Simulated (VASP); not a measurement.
# TiCo (Pm-3m) in VASP: notebook

Aim: see how the results for TiCo move with the level of theory and the settings. Levels: PBE+U, PBE. Tasks: single point.

Everything below comes from runs of VASP 6.6.1. Logs are shortened: lines on timing, memory, paths and dates and some standing lists are left out, and cuts for length are marked.

### Step 1. The cell of the first run

The structure is cubic, space group Pm-3m (No. 221). Conventional cell: a = 2.935 Å, b = 2.935 Å, c = 2.935 Å, α = 90.00°, β = 90.00°, γ = 90.00°. Within 3.4 Å of Ti (site symmetry m-3m) lie 8 Co at 2.54 Å and 6 Ti at 2.94 Å. Co (site symmetry m-3m) has 8 Ti at 2.54 Å and 6 Co at 2.94 Å within 3.4 Å.

### Step 2. Single point, PBE+U

The input, INCAR:

```
SYSTEM = TiCo
PREC = Accurate ; ENCUT = 520
EDIFF = 1E-7 ; ISMEAR = -1
SIGMA = 0.03 ; LREAL = .False.
LASPH = .True. ; NELM = 150
ALGO = Normal ; ISIF = 2
LWAVE = .False. ; LCHARG = .True.
LMAXMIX = 4 ; LDAU = .True.
LDAUTYPE = 2 ; LDAUL = 2 -1
LDAUU = 1 0 ; LDAUJ = 0 0
LDAUPRINT = 1 ; GGA = PE
LELF = .True. ; LVHAR = .True.
NBANDS = 18
```

The input, KPOINTS:

```
Automatic mesh
0
Gamma
  13 13 13
  0 0 0
```

The input, POSCAR:

```
TiCo
1.0
    2.9354891599      0.0000000000      0.0000000000
    0.0000000000      2.9354891599      0.0000000000
    0.0000000000      0.0000000000      2.9354891599
Ti Co
1 1
Direct
    0.0000000000      0.0000000000      0.0000000000
    0.5000000000      0.5000000000      0.5000000000
```

Potentials or basis: VASP PAW PBE potentials, release 64 (Ti_sv, Co).

Command:

```console
$ cat potpaw_PBE.64/Ti_sv/POTCAR potpaw_PBE.64/Co/POTCAR > POTCAR
$ mpirun -np 1 vasp_std > vasp.out
```

OUTCAR:

```text
SYSTEM = TiCo
   PREC = Accurate
   ENCUT = 520
   EDIFF = 1E-7
   ISMEAR = -1
   LREAL = .False.
   LASPH = .True.
   NELM = 150
   ISIF = 2
   GGA = PE

 ion  position               nearest neighbor table
   1  0.000  0.000  0.000-   2 2.54   2 2.54   2 2.54   2 2.54   2 2.54   2 2.54   2 2.54   2 2.54

   2  0.500  0.500  0.500-   1 2.54   1 2.54   1 2.54   1 2.54   1 2.54   1 2.54   1 2.54   1 2.54

  LATTYP: Found a simple cubic cell.
 ALAT       =     2.9354891599

  Lattice vectors:

 A1 = (   2.9354891599,   0.0000000000,   0.0000000000)
 A2 = (   0.0000000000,   2.9354891599,   0.0000000000)
 A3 = (   0.0000000000,   0.0000000000,   2.9354891599)

Analysis of symmetry for initial positions (statically):
=====================================================================
 Subroutine PRICEL returns:
 Original cell was already a primitive cell.

 Routine SETGRP: Setting up the symmetry group for a
 simple cubic supercell.

 Subroutine GETGRP returns: Found 48 space group operations
 (whereof 48 operations were pure point group operations)
 out of a pool of 48 trial point group operations.

The static configuration has the point symmetry O_h .

Analysis of symmetry for dynamics (positions and initial velocities):
=====================================================================
 Subroutine PRICEL returns:
 Original cell was already a primitive cell.

 Routine SETGRP: Setting up the symmetry group for a
 simple cubic supercell.

 Subroutine GETGRP returns: Found 48 space group operations
 (whereof 48 operations were pure point group operations)
 out of a pool of 48 trial point group operations.

The dynamic configuration has the point symmetry O_h .

 Subroutine INISYM returns: Found 48 space group operations
 (whereof 48 operations are pure point group operations),
 and found     1 'primitive' translations

----------------------------------------------------------------------------------------

                                     Primitive cell

  volume of cell :      25.2954

  direct lattice vectors                    reciprocal lattice vectors
     2.935489160  0.000000000  0.000000000     0.340658727  0.000000000  0.000000000
     0.000000000  2.935489160  0.000000000     0.000000000  0.340658727  0.000000000
     0.000000000  0.000000000  2.935489160     0.000000000  0.000000000  0.340658727

  length of vectors
     2.935489160  2.935489160  2.935489160     0.340658727  0.340658727  0.340658727

  position of ions in fractional coordinates (direct lattice)
     0.000000000  0.000000000  0.000000000
     0.500000000  0.500000000  0.500000000

  ion indices of the primitive-cell ions
   primitive index   ion index
                 1           1
                 2           2

----------------------------------------------------------------------------------------

 KPOINTS: Automatic mesh

Automatic generation of k-mesh.
 Grid dimensions read from file:
 generate k-points for:   13   13   13

 Generating k-lattice:

  Cartesian coordinates                     Fractional coordinates (reciprocal lattice)
     0.026204517  0.000000000  0.000000000     0.076923077  0.000000000  0.000000000
     0.000000000  0.026204517  0.000000000     0.000000000  0.076923077  0.000000000
     0.000000000  0.000000000  0.026204517     0.000000000  0.000000000  0.076923077

  Length of vectors
     0.026204517  0.026204517  0.026204517

  Shift w.r.t. Gamma in fractional coordinates (k-lattice)
     0.000000000  0.000000000  0.000000000

 Subroutine IBZKPT returns following result:
 ===========================================

 Found     84 irreducible k-points:

 Following reciprocal coordinates:
            Coordinates               Weight
  0.000000  0.000000  0.000000      1.000000
  0.076923  0.000000  0.000000      6.000000
  0.153846  0.000000  0.000000      6.000000
  0.230769  0.000000  0.000000      6.000000
  0.307692  0.000000  0.000000      6.000000
  0.384615  0.000000  0.000000      6.000000
[... 16 lines left out ...]
  0.307692  0.307692  0.000000     12.000000
  0.384615  0.307692  0.000000     24.000000
 [... further k-points ...]
   k-points           NKPTS =     84   k-points in BZ     NKDIM =     84   number of bands    NBANDS=     18
   number of dos      NEDOS =    301   number of ions     NIONS =      2
   total plane-waves  NPLWV =  13824
   dimension x,y,z NGX =    24 NGY =   24 NGZ =   24
   dimension x,y,z NGXF=    48 NGYF=   48 NGZF=   48
   ions per type =               1   1
   NGX,Y,Z   is equivalent  to a cutoff of  13.59, 13.59, 13.59 a.u.
   NGXF,Y,Z  is equivalent  to a cutoff of  27.18, 27.18, 27.18 a.u.
 SYSTEM =  TiCo
   PREC   = accura    normal or accurate (medium, high low for compatibility)
   ISTART =      0    job   : 0-new  1-cont  2-samecut
   ICHARG =      2    charge: 1-file 2-atom 10-const
   ISPIN  =      1    spin polarized calculation?
   LNONCOLLINEAR =      F non collinear calculations
   LSORBIT =      F    spin-orbit coupling
   LASPH  =      T    aspherical Exc in radial PAW
   ENCUT  =  520.0 eV  38.22 Ry    6.18 a.u.   5.46  5.46  5.46*2*pi/ulx,y,z
   NELM   =    150;   NELMIN=  2; NELMDL= -5     # of ELM steps
   EDIFF  = 0.1E-06   stopping-criterion for ELM
   LREAL  =      F    real-space projection
   EDIFFG = 0.1E-05   stopping-criterion for IOM
   NSW    =      0    number of steps for IOM
   IBRION =     -1    ionic relax: 0-MD 1-quasi-New 2-CG
   NFREE  =      0    steps in history (QN), initial steepest desc. (CG)
   ISIF   =      2    stress and relaxation
   ISYM   =      2    0-nonsym 1-usesym 2-fastsym
   POTIM  = 0.5000    time-step for ionic-motion
   TEBEG  =    0.0;   TEEND  =   0.0 temperature during run
   PSTRESS=    0.0 pullay stress
   NELECT =      21.0000    total number of electrons
   NUPDOWN=      -1.0000    fix difference up-down
   EMIN   =  10.00;   EMAX   =-10.00  energy-range for DOS
   EFERMI =   0.00;   METHOD = LEGACY
   ISMEAR =    -1;   SIGMA  =   0.03  broadening in eV -4-tet -1-fermi 0-gaus
   EFERMI_NEDOS =   21; number of points for ismear=-14 and -15
   IALGO  =     38    algorithm
   IMIX   =      4    mixing-type and parameters
     AMIX     =   0.40;   BMIX     =  1.00
     AMIX_MAG =   1.60;   BMIX_MAG =  1.00
  volume/ion in A,a.u.               =      12.65        85.35
  Fermi-wavevector in a.u.,A,eV,Ry     =   1.538630  2.907589 32.210179  2.367381
  Thomas-Fermi vector in A             =   2.644971
   LORBIT       =      0    0 simple, 1 ext, 2 COOP (PROOUT), +10 PAW based schemes
 LDA+U is selected, type is set to LDAUTYPE =  2
   angular momentum for each species LDAUL =     2   -1
   U (eV)           for each species LDAUU =   1.0  0.0
   J (eV)           for each species LDAUJ =   0.0  0.0
   GGA     = PE    functional components
   LHFCALC =     F    Hartree Fock is set to
   AEXX    =    0.0000 exact exchange contribution
   IVDW    =     0    specifies the selected vdW correction
   LEPSILON=     F    determine dielectric tensor
   LRPA    =     F    only Hartree local field effects (RPA)
 non-spin polarized calculation
  energy-cutoff  :      520.00
  volume of cell :       25.30
 maximum number of plane-waves:       707
 NGX is ok and might be reduce to    24
   NGX = 11   NGY = 11   NGZ = 11

atom =   1  type =  1  l = 2

 onsite density matrix

spin component  1

  0.2096  0.0000 -0.0000 -0.0000 -0.0000
  0.0000  0.2096 -0.0000 -0.0000 -0.0000
 -0.0000 -0.0000  0.1560 -0.0000  0.0000
 -0.0000 -0.0000 -0.0000  0.2096 -0.0000
 -0.0000 -0.0000  0.0000 -0.0000  0.1560

spin component  2

  0.2096  0.0000 -0.0000 -0.0000 -0.0000
  0.0000  0.2096 -0.0000 -0.0000 -0.0000
 -0.0000 -0.0000  0.1560 -0.0000  0.0000
 -0.0000 -0.0000 -0.0000  0.2096 -0.0000
 -0.0000 -0.0000  0.0000 -0.0000  0.1560

 occupancies and eigenvectors

  o =  0.1560  v =  0.0000  0.0000  1.0000  0.0000 -0.0030  0.0000  0.0000  0.0000  0.0000  0.0000      0.0000  0.0000  0.0000  0.0000  0.0000  0.0000  0.0000  0.0000  0.0000  0.0000
  o =  0.1560  v =  0.0000  0.0000  0.0000  0.0000  0.0000  0.0000  0.0000  1.0000  0.0000 -0.0030      0.0000  0.0000  0.0000  0.0000  0.0000  0.0000  0.0000  0.0000  0.0000  0.0000
  o =  0.1560  v =  0.0000  0.0000  0.0030 -0.0000  1.0000  0.0000  0.0000  0.0000  0.0000  0.0000      0.0000  0.0000  0.0000  0.0000  0.0000  0.0000  0.0000  0.0000  0.0000  0.0000
  o =  0.1560  v =  0.0000  0.0000  0.0000  0.0000  0.0000  0.0000  0.0000  0.0030 -0.0000  1.0000      0.0000  0.0000  0.0000  0.0000  0.0000  0.0000  0.0000  0.0000  0.0000  0.0000
  o =  0.2096  v =  0.0000  0.0000  0.0000  0.0000  0.0000  0.0000  0.9154 -0.0000 -0.4025  0.0000      0.0000  0.0000  0.0000  0.0000  0.0000  0.0000  0.0000  0.0000  0.0000  0.0000
  o =  0.2096  v =  0.0000  0.9154 -0.0000 -0.4025  0.0000  0.0000  0.0000  0.0000  0.0000  0.0000      0.0000  0.0000  0.0000  0.0000  0.0000  0.0000  0.0000  0.0000  0.0000  0.0000
  o =  0.2096  v =  0.0000  0.0000  0.0000  0.0000  0.0000  0.0000 -0.4025  0.0000 -0.9154 -0.0000      0.0000  0.0000  0.0000  0.0000  0.0000  0.0000  0.0000  0.0000  0.0000  0.0000
  o =  0.2096  v =  0.0000 -0.4025  0.0000 -0.9154 -0.0000  0.0000  0.0000  0.0000  0.0000  0.0000      0.0000  0.0000  0.0000  0.0000  0.0000  0.0000  0.0000  0.0000  0.0000  0.0000
  o =  0.2096  v =  1.0000  0.0000  0.0000  0.0000  0.0000  0.0000  0.0000  0.0000  0.0000  0.0000      0.0000  0.0000  0.0000  0.0000  0.0000  0.0000  0.0000  0.0000  0.0000  0.0000
  o =  0.2096  v =  0.0000  0.0000  0.0000  0.0000  0.0000  1.0000  0.0000  0.0000  0.0000  0.0000      0.0000  0.0000  0.0000  0.0000  0.0000  0.0000  0.0000  0.0000  0.0000  0.0000

 number of electron      21.0000008 magnetization

 Free energy of the ion-electron system (eV)
  ---------------------------------------------------
  ext. energy  EPLUGINS =         0.00000000
  ---------------------------------------------------
  free energy    TOTEN  =       -14.85778530 eV

  energy without entropy =      -14.85049068  energy(sigma->0) =      -14.85413799

 E-fermi :  10.6811     XC(G=0): -12.8551

 val. band max:       10.6702875382   @ k =   0.4615   0.4615   0.1538
 cond. band min:      10.6861553659   @ k =   0.4615   0.1538   0.0769
 fundamental gap:      0.0158678277
 Fermi energy:        10.6810929980

 k-point     1 :       0.0000    0.0000    0.0000
  band No.  band energies     occupation
      1     -46.7437      2.00000
      2     -22.8073      2.00000
      3     -22.8073      2.00000
      4     -22.8073      2.00000
      5       2.7186      2.00000
      6       6.6751      2.00000
[... 10 lines left out ...]
     17      19.9478      0.00000
     18      19.9478      0.00000
[... 466 lines left out ...]
      2     -23.0809      2.00000
      3     -23.0064      2.00000
      4     -22.7632      2.00000
      5       6.0514      2.00000
      6       7.0215      2.00000
[... 10 lines left out ...]
     17      19.8879      0.00000
     18      22.8110      0.00000

 [... further k-points ...]
[... 5 lines left out ...]
  --------------------------------------------------------------------------------------
  -------------------------------------------------------------------------------------
  Total        1.3581434      1.3581434      1.3581434      0.0000000     -0.0000000      0.0000000
  in kB       86.0230349     86.0230349     86.0230349      0.0000000     -0.0000000      0.0000000
  external PRESSURE =      86.0230349 kB  Pullay stress =       0.0000000 kB

 VOLUME and BASIS-vectors are now :
 -----------------------------------------------------------------------------
  energy-cutoff  :      520.00
  volume of cell :       25.30
      direct lattice vectors                 reciprocal lattice vectors
     2.935489160  0.000000000  0.000000000     0.340658727  0.000000000  0.000000000
     0.000000000  2.935489160  0.000000000     0.000000000  0.340658727  0.000000000
     0.000000000  0.000000000  2.935489160     0.000000000  0.000000000  0.340658727

 POSITION                                       TOTAL-FORCE (eV/Angst)
 -----------------------------------------------------------------------------------
      0.00000      0.00000      0.00000         0.000000      0.000000      0.000000
      1.46774      1.46774      1.46774         0.000000      0.000000      0.000000
 -----------------------------------------------------------------------------------
    total drift:                                0.000000      0.000000     -0.000000

  FREE ENERGIE OF THE ION-ELECTRON SYSTEM (eV)
  ---------------------------------------------------
  free  energy   TOTEN  =       -14.8577852961 eV

  energy  without entropy=      -14.8504906801  energy(sigma->0) =      -14.85413799
```

It took 20 s on 1 thread of Intel Xeon Platinum 8559C (Emerald Rapids), shared host; peak memory 0.17 GiB.

Results:

```yaml
Free_energy: -14.8578 eV
Pressure: 8.6 GPa
```

Levels at points of the mesh, in eV from the Fermi level:
```tsv
k point	band 7	band 8	band 9	band 10	band 11	band 12	band 13	band 14
(0.00, 0.00, 0.00)	-4.01	-1.54	-1.54	-1.54	0.86	0.86	2.90	2.90
```

Eigenvalues of the final occupation matrices:
```tsv
site	spin	trace	eigenvalues
site 1 d	1	0.94	0.16 0.16 0.21 0.21 0.21
site 1 d	2	0.94	0.16 0.16 0.21 0.21 0.21
```

Caveat: U without spin polarisation on a metal has little footing; the U is typed as a test and isn't derived for this compound. Spin polarisation is off, so any magnetic state and its effect on volume and gap are missing.

(Continued in part 2 of 2.)
